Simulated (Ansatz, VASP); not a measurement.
## One calculation of SiO2, two programs

The input INCAR:

```
PREC = Accurate
ENCUT = 600
EDIFF = 1E-6
ISMEAR = 0
SIGMA = 0.02
LREAL = F
LASPH = T
NELM = 80
ALGO = Normal
ISIF = 3
LWAVE = F
LCHARG = F
GGA = PE
IBRION = 2
NSW = 100
EDIFFG = -0.005
```

KPOINTS

```
regular mesh
0
Gamma
  8 8 8
```

The input POSCAR:

```
SiO2
1.0
   -2.3740500000      2.3740500000      3.7440000000
    2.3740500000     -2.3740500000      3.7440000000
    2.3740500000      2.3740500000     -3.7440000000
Si O
2 4
Direct
    0.0000000000      0.0000000000      0.0000000000
    0.7500000000      0.2500000000      0.5000000000
    0.9983800000      0.6250000000      0.8733800000
    0.3750000000      0.2483800000      0.3733800000
    0.7516200000      0.1250000000      0.1266200000
    0.8750000000      0.0016200000      0.6266200000
```

Input for Ansatz:

```yaml
crystal:
  lattice:
    - [-2.37405, 2.37405, 3.744]
    - [2.37405, -2.37405, 3.744]
    - [2.37405, 2.37405, -3.744]
  atoms:
    - { symbol: Si, position: [0.0, 0.0, 0.0] }
    - { symbol: Si, position: [0.75, 0.25, 0.5] }
    - { symbol: O, position: [0.99838, 0.625, 0.87338] }
    - { symbol: O, position: [0.375, 0.24838, 0.37338] }
    - { symbol: O, position: [0.75162, 0.125, 0.12662] }
    - { symbol: O, position: [0.875, 0.00162, 0.62662] }
basis:
  ecutwfc: 420
kpoints:
  mp_grid: { grid: [8, 8, 8] }
hamiltonian:
  xc: pbe
scf:
  occupations: { method: gaussian, width: 0.02 }
output:
  forces: true
  stress: true
  eigenvalues: true
relax:
  adjacent_minimum: "off"
  f_tol: 0.005
  max_steps: 80
  cell: { stress_tol: 0.05 }
```

Alike in both runs: task relaxation of cell and atoms; functional PBE; k mesh 8 × 8 × 8; occupations gaussian, width 0.02 eV; no spin polarisation.

|  | VASP | Ansatz |
| --- | --- | --- |
| version | VASP 6.6.1 | Ansatz 0.2.0 |
| potentials or method | VASP PAW PBE potentials, release 64 (Si, O), cutoff 600 eV | scalar-relativistic, plane waves, PAW |
| valence electrons in the cell | 32 | 32 |

```csv
,VASP,Ansatz,Ansatz less VASP
"gap on the k mesh at the Fermi level, each at its own relaxed structure (eV)",5.73,5.73,+0.007
relaxed volume (Å³/atom),15.58,15.54,-0.040
relaxed cell length with the largest relative difference (Å),5.126,5.123,-0.0026
```
